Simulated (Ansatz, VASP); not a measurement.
One calculation of SrCl2, two programs

```
CELL_PARAMETERS angstrom
0.00000 3.46211 3.46211
3.46211 0.00000 3.46211
3.46211 3.46211 0.00000
ATOMIC_POSITIONS crystal
Sr 0.00000 0.00000 0.00000
Cl 0.25000 0.25000 0.25000
Cl 0.75000 0.75000 0.75000
```

Change from the starting cell: volume scaled by 0.98, crystal datasets.

Alike in both runs: task electric field gradients; functional LDA; k mesh 8 × 8 × 8; occupations fermi-dirac, width 0.01 eV; no spin polarisation.

|  | VASP | Ansatz |
| --- | --- | --- |
| version | VASP 6.6.1 | Ansatz 0.2.0 |
| potentials or method | VASP PAW LDA potentials, release 64 (Sr_sv, Cl), cutoff 520 eV | all-electron PAW with datasets made for the crystal, scalar-relativistic |

```csv
,VASP,Ansatz,Ansatz less VASP
gap on the k mesh at the Fermi level (eV),4.97,4.97,-0.004
pressure (GPa),-2.0,-2.1,-0.13
```

LDA's correlation is that of Perdew and Zunger in VASP and of Perdew and Wang (1992) in Ansatz. Ansatz ran all-electron here, and VASP with PAW potentials.
